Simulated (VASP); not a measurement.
# HgTe (I-4m2) in VASP: a series of runs

Runs on HgTe. Level: PBE. Tasks: single point.

Program: VASP 6.6.1. These are calculated values, not measurements. Logs are shortened: lines on timing, memory, paths and dates and some standing lists are left out, and cuts for length are marked.

### 1 The cell of the first run

It takes space group I-4m2 (No. 119, tetragonal). The conventional cell has a = 4.467 Å, b = 4.467 Å, c = 6.816 Å, α = 90.00°, β = 90.00°, γ = 90.00°. Hg (site symmetry -4m2) has 4 Te at 2.81 Å within 3.7 Å. Te (site symmetry -4m2) has 4 Hg at 2.81 Å within 3.7 Å.

### 2 Single point, PBE (strain -0.050 along x and y, +0.025 along z)

INCAR reads:

```
SYSTEM = HgTe
  PREC = Accurate
  ENCUT = 520
  EDIFF = 1E-7
  ISMEAR = 0
  SIGMA = 0.15
  LREAL = .FALSE.
  LASPH = .TRUE.
  NELM = 80
  ALGO = Normal
  ISIF = 2
  LWAVE = .FALSE.
  LCHARG = .FALSE.
  GGA = PE
  NBANDS = 16
```

KPOINTS reads:

```
regular mesh
0
G
  16 16 16
  0 0 0
```

POSCAR reads:

```
HgTe
1.0
    0.0000000000      3.1585581823      3.4079180388
    3.1585581823      0.0000000000      3.4079180388
    3.1585581823      3.1585581823      0.0000000000
Hg Te
1 1
Direct
    0.0000000000      0.0000000000      0.0000000000
    0.7500000000      0.7500000000      0.7500000000
```

Potentials or basis: VASP PAW PBE potentials, release 64 (Hg, Te).

Started as:

```bash
$ cat potpaw_PBE.64/Hg/POTCAR potpaw_PBE.64/Te/POTCAR > POTCAR
$ mpirun -np 1 vasp_std > vasp.out
```

OUTCAR:

```text
SYSTEM = HgTe
   PREC = Accurate
   ENCUT = 520
   EDIFF = 1E-7
   ISMEAR = 0
   LREAL = .FALSE.
   LASPH = .TRUE.
   NELM = 80
   ISIF = 2
   GGA = PE

 ion  position               nearest neighbor table
   1  0.000  0.000  0.000-   2 2.81   2 2.81   2 2.81   2 2.81
   2  0.750  0.750  0.750-   1 2.81   1 2.81   1 2.81   1 2.81

  LATTYP: Found a body centered tetragonal cell.
 ALAT       =     4.4668758190
 C/A-ratio  =     1.5258620015

  Lattice vectors:

 A1 = (  -3.1585581823,   0.0000000000,   3.4079180388)
 A2 = (   3.1585581823,   0.0000000000,   3.4079180388)
 A3 = (   0.0000000000,   3.1585581823,  -3.4079180388)

Analysis of symmetry for initial positions (statically):
=====================================================================
 Subroutine PRICEL returns:
 Original cell was already a primitive cell.

 Routine SETGRP: Setting up the symmetry group for a
 body centered tetragonal supercell.

 Subroutine GETGRP returns: Found  8 space group operations
 (whereof  8 operations were pure point group operations)
 out of a pool of 16 trial point group operations.

The static configuration has the point symmetry D_2d.

Analysis of symmetry for dynamics (positions and initial velocities):
=====================================================================
 Subroutine PRICEL returns:
 Original cell was already a primitive cell.

 Routine SETGRP: Setting up the symmetry group for a
 body centered tetragonal supercell.

 Subroutine GETGRP returns: Found  8 space group operations
 (whereof  8 operations were pure point group operations)
 out of a pool of 16 trial point group operations.

The dynamic configuration has the point symmetry D_2d.

 Subroutine INISYM returns: Found  8 space group operations
 (whereof  8 operations are pure point group operations),
 and found     1 'primitive' translations

----------------------------------------------------------------------------------------

                                     Primitive cell

  volume of cell :      67.9981

  direct lattice vectors                    reciprocal lattice vectors
     0.000000000  3.158558182  3.407918039    -0.158300076  0.158300076  0.146717144
     3.158558182  0.000000000  3.407918039     0.158300076 -0.158300076  0.146717144
     3.158558182  3.158558182  0.000000000     0.158300076  0.158300076 -0.146717144

  length of vectors
     4.646546583  4.646546583  4.466875819     0.267663498  0.267663498  0.267663498

  position of ions in fractional coordinates (direct lattice)
     0.000000000  0.000000000  0.000000000
     0.750000000  0.750000000  0.750000000

  ion indices of the primitive-cell ions
   primitive index   ion index
                 1           1
                 2           2

----------------------------------------------------------------------------------------

 KPOINTS: regular mesh

Automatic generation of k-mesh.
 Grid dimensions read from file:
 generate k-points for:   16   16   16

 Generating k-lattice:

  Cartesian coordinates                     Fractional coordinates (reciprocal lattice)
    -0.009893755  0.009893755  0.009169821     0.062500000 -0.000000000  0.000000000
     0.009893755 -0.009893755  0.009169821    -0.000000000  0.062500000  0.000000000
     0.009893755  0.009893755 -0.009169821     0.000000000  0.000000000  0.062500000

  Length of vectors
     0.016728969  0.016728969  0.016728969

  Shift w.r.t. Gamma in fractional coordinates (k-lattice)
     0.000000000  0.000000000  0.000000000

 Subroutine IBZKPT returns following result:
 ===========================================

 Found    349 irreducible k-points:

 Following reciprocal coordinates:
            Coordinates               Weight
  0.000000  0.000000  0.000000      1.000000
  0.062500  0.000000  0.000000      8.000000
  0.125000  0.000000  0.000000      8.000000
  0.187500  0.000000  0.000000      8.000000
  0.250000  0.000000  0.000000      8.000000
  0.312500  0.000000  0.000000      8.000000
[... 16 lines left out ...]
 -0.125000  0.062500  0.000000      8.000000
 -0.062500  0.062500  0.000000      4.000000
 [... further k-points ...]
   k-points           NKPTS =    349   k-points in BZ     NKDIM =    349   number of bands    NBANDS=     16
   number of dos      NEDOS =    301   number of ions     NIONS =      2
   total plane-waves  NPLWV =  46656
   dimension x,y,z NGX =    36 NGY =   36 NGZ =   36
   dimension x,y,z NGXF=    72 NGYF=   72 NGZF=   72
   ions per type =               1   1
   NGX,Y,Z   is equivalent  to a cutoff of  12.88, 12.88, 13.40 a.u.
   NGXF,Y,Z  is equivalent  to a cutoff of  25.76, 25.76, 26.80 a.u.
 SYSTEM =  HgTe
   PREC   = accura    normal or accurate (medium, high low for compatibility)
   ISTART =      0    job   : 0-new  1-cont  2-samecut
   ICHARG =      2    charge: 1-file 2-atom 10-const
   ISPIN  =      1    spin polarized calculation?
   LNONCOLLINEAR =      F non collinear calculations
   LSORBIT =      F    spin-orbit coupling
   LASPH  =      T    aspherical Exc in radial PAW
   ENCUT  =  520.0 eV  38.22 Ry    6.18 a.u.   8.64  8.64  8.31*2*pi/ulx,y,z
   NELM   =     80;   NELMIN=  2; NELMDL= -5     # of ELM steps
   EDIFF  = 0.1E-06   stopping-criterion for ELM
   LREAL  =      F    real-space projection
   EDIFFG = 0.1E-05   stopping-criterion for IOM
   NSW    =      0    number of steps for IOM
   IBRION =     -1    ionic relax: 0-MD 1-quasi-New 2-CG
   NFREE  =      0    steps in history (QN), initial steepest desc. (CG)
   ISIF   =      2    stress and relaxation
   ISYM   =      2    0-nonsym 1-usesym 2-fastsym
   POTIM  = 0.5000    time-step for ionic-motion
   TEBEG  =    0.0;   TEEND  =   0.0 temperature during run
   PSTRESS=    0.0 pullay stress
   NELECT =      18.0000    total number of electrons
   NUPDOWN=      -1.0000    fix difference up-down
   EMIN   =  10.00;   EMAX   =-10.00  energy-range for DOS
   EFERMI =   0.00;   METHOD = LEGACY
   ISMEAR =     0;   SIGMA  =   0.15  broadening in eV -4-tet -1-fermi 0-gaus
   EFERMI_NEDOS =   21; number of points for ismear=-14 and -15
   IALGO  =     38    algorithm
   IMIX   =      4    mixing-type and parameters
     AMIX     =   0.40;   BMIX     =  1.00
     AMIX_MAG =   1.60;   BMIX_MAG =  1.00
  volume/ion in A,a.u.               =      34.00       229.44
  Fermi-wavevector in a.u.,A,eV,Ry     =   1.051155  1.986395 15.033438  1.104927
  Thomas-Fermi vector in A             =   2.186187
   LORBIT       =      0    0 simple, 1 ext, 2 COOP (PROOUT), +10 PAW based schemes
   GGA     = PE    functional components
   LHFCALC =     F    Hartree Fock is set to
   AEXX    =    0.0000 exact exchange contribution
   IVDW    =     0    specifies the selected vdW correction
   LEPSILON=     F    determine dielectric tensor
   LRPA    =     F    only Hartree local field effects (RPA)
 non-spin polarized calculation
 Gauss-broadening in eV      SIGMA  =   0.15
  energy-cutoff  :      520.00
  volume of cell :       68.00
 maximum number of plane-waves:      1873
   NGX = 17   NGY = 17   NGZ = 17

 number of electron      18.0000000 magnetization

 Free energy of the ion-electron system (eV)
  ---------------------------------------------------
  ext. energy  EPLUGINS =         0.00000000
  ---------------------------------------------------
  free energy    TOTEN  =        -3.58491628 eV

  energy without entropy =       -3.58463202  energy(sigma->0) =       -3.58477415

 E-fermi :   3.1963     XC(G=0):  -8.7171

 val. band max:        3.1034279227   @ k =   0.0000   0.0000   0.0000
 cond. band min:       3.3282418303   @ k =   0.0625   0.0000   0.0000
 fundamental gap:      0.2248139076
 Fermi energy:         3.1962517525

 k-point     1 :       0.0000    0.0000    0.0000
  band No.  band energies     occupation
      1      -8.9052      2.00000
      2      -4.2943      2.00000
      3      -4.2726      2.00000
      4      -4.2726      2.00000
      5      -3.7922      2.00000
      6      -3.7407      2.00000
[... 8 lines left out ...]
     15      11.9443      0.00000
     16      12.2775      0.00000

 k-point     2 :       0.0625    0.0000    0.0000
  band No.  band energies     occupation
      1      -8.8856      2.00000
      2      -4.2899      2.00000
      3      -4.2670      2.00000
      4      -4.2656      2.00000
      5      -3.7920      2.00000
      6      -3.7420      2.00000
[... 8 lines left out ...]
     15      11.6329      0.00000
     16      12.5781      0.00000

 k-point     3 :       0.1250    0.0000    0.0000
  band No.  band energies     occupation
      1      -8.8288      2.00000
      2      -4.2763      2.00000
      3      -4.2510      2.00000
      4      -4.2431      2.00000
      5      -3.7907      2.00000
      6      -3.7455      2.00000
[... 8 lines left out ...]
     15      11.3958      0.00000
     16      12.1025      0.00000

 k-point     4 :       0.1875    0.0000    0.0000
  band No.  band energies     occupation
      1      -8.7417      2.00000
      2      -4.2547      2.00000
      3      -4.2276      2.00000
      4      -4.1995      2.00000
      5      -3.7868      2.00000
      6      -3.7496      2.00000
[... 8 lines left out ...]
     15      11.4732      0.00000
     16      11.7885      0.00000
[... 324 lines left out ...]
 k-point    22 :      -0.1875    0.0625    0.0000
  band No.  band energies     occupation
      1      -8.6891      2.00000
      2      -4.2446      2.00000
      3      -4.2199      2.00000
      4      -4.1684      2.00000
      5      -3.7692      2.00000
      6      -3.7599      2.00000
[... 8 lines left out ...]
     15      11.3966      0.00000
     16      11.8154      0.00000

 k-point    23 :      -0.1250    0.0625    0.0000
  band No.  band energies     occupation
      1      -8.7837      2.00000
      2      -4.2683      2.00000
      3      -4.2437      2.00000
      4      -4.2203      2.00000
      5      -3.7799      2.00000
      6      -3.7539      2.00000
[... 8 lines left out ...]
     15      11.6303      0.00000
     16      11.8351      0.00000

 k-point    24 :      -0.0625    0.0625    0.0000
  band No.  band energies     occupation
      1      -8.8519      2.00000
      2      -4.2828      2.00000
      3      -4.2604      2.00000
      4      -4.2518      2.00000
      5      -3.7868      2.00000
      6      -3.7474      2.00000
[... 8 lines left out ...]
     15      11.9465      0.00000
     16      12.0379      0.00000

 [... further k-points ...]
[... 5 lines left out ...]
  --------------------------------------------------------------------------------------
  -------------------------------------------------------------------------------------
  Total        1.5453725      1.5453725      1.0611151      0.0000000      0.0000000     -0.0000000
  in kB       36.4121951     36.4121951     25.0020811      0.0000000      0.0000000     -0.0000000
  external PRESSURE =      32.6088238 kB  Pullay stress =       0.0000000 kB

 VOLUME and BASIS-vectors are now :
 -----------------------------------------------------------------------------
  energy-cutoff  :      520.00
  volume of cell :       68.00
      direct lattice vectors                 reciprocal lattice vectors
     0.000000000  3.158558182  3.407918039    -0.158300076  0.158300076  0.146717144
     3.158558182  0.000000000  3.407918039     0.158300076 -0.158300076  0.146717144
     3.158558182  3.158558182  0.000000000     0.158300076  0.158300076 -0.146717144

 POSITION                                       TOTAL-FORCE (eV/Angst)
 -----------------------------------------------------------------------------------
      0.00000      0.00000      0.00000        -0.000000     -0.000000      0.000000
      4.73784      4.73784      5.11188         0.000000      0.000000     -0.000000
 -----------------------------------------------------------------------------------
    total drift:                               -0.000000     -0.000000      0.000000

  FREE ENERGIE OF THE ION-ELECTRON SYSTEM (eV)
  ---------------------------------------------------
  free  energy   TOTEN  =        -3.5849162803 eV

  energy  without entropy=       -3.5846320165  energy(sigma->0) =       -3.58477415
```

Run time: 2.6 min. Hardware: 1 thread of Intel Xeon 6975P-C (Granite Rapids), shared host; peak memory 0.52 GiB.

Results:

```
Free energy            : -3.5849 eV
Pressure               : 3.3 GPa
Band gap on the k mesh : zero (filled and empty bands touch)
```

Caveat: the cell differs from its parent crystal (strain -0.050 along x and y, +0.025 along z); spin-orbit coupling is left out, which moves the levels of the heavy elements.

### 3 Single point, PBE (strain -0.050 along x and y, +0.050 along z)

INCAR reads:

```
PREC     = Accurate       # precision mode
ENCUT    = 520            # plane-wave cutoff, eV
EDIFF    = 1E-6           # SCF threshold, eV
ISMEAR   = 0              # smearing method
SIGMA    = 0.15           # smearing width, eV
LREAL    = F              # projectors in reciprocal space
LASPH    = T              # aspherical terms in the spheres
NELM     = 80             # most SCF steps
ALGO     = Normal         # electronic algorithm
ISIF     = 2              # what is computed and relaxed
LWAVE    = F              # write WAVECAR
LCHARG   = F              # write CHGCAR
GGA      = PE             # functional
NBANDS   = 16             # bands
```

KPOINTS reads:

```
regular mesh
0
Gamma
  16 16 16
```

POSCAR reads:

```
HgTe
1.0
    0.0000000000      3.1585581823      3.4910379909
    3.1585581823      0.0000000000      3.4910379909
    3.1585581823      3.1585581823      0.0000000000
Hg Te
1 1
Direct
    0.0000000000      0.0000000000      0.0000000000
    0.7500000000      0.7500000000      0.7500000000
```

Potentials or basis: VASP PAW PBE potentials, release 64 (Hg, Te).

Started as:

```bash
$ cat potpaw_PBE.64/Hg/POTCAR potpaw_PBE.64/Te/POTCAR > POTCAR
$ mpirun -np 1 vasp_std > vasp.out
```

It took 2.1 min on 1 thread of Intel Xeon 6975P-C (Granite Rapids), shared host; peak memory 0.52 GiB.

Results (log left out):

* Free energy: -3.6031 eV
* Pressure: 2.1 GPa
* Band gap on the k mesh: zero (filled and empty bands touch)

Stress tensor (GPa, compression positive):
```
2.60 0.00 0.00
0.00 2.60 0.00
0.00 0.00 0.95
```

Levels at points of the mesh, in eV from the Fermi level:
```
           k point  band 7  band 8  band 9  band 10  band 11  band 12
(0.00, 0.00, 0.00)   -1.03   -0.48   -0.08    -0.08     4.15     4.15
(0.50, 0.00, 0.00)   -5.44   -1.34   -0.87     0.45     4.70     5.16
(0.50, 0.50, 0.00)   -5.74   -2.04   -2.04     2.18     2.69     7.47
(0.50, 0.00, 0.50)   -5.26   -2.54   -2.31     1.49     2.25     8.04
```

Caveat: the cell differs from its parent crystal (strain -0.050 along x and y, +0.050 along z); spin-orbit coupling is left out, which moves the levels of the heavy elements.
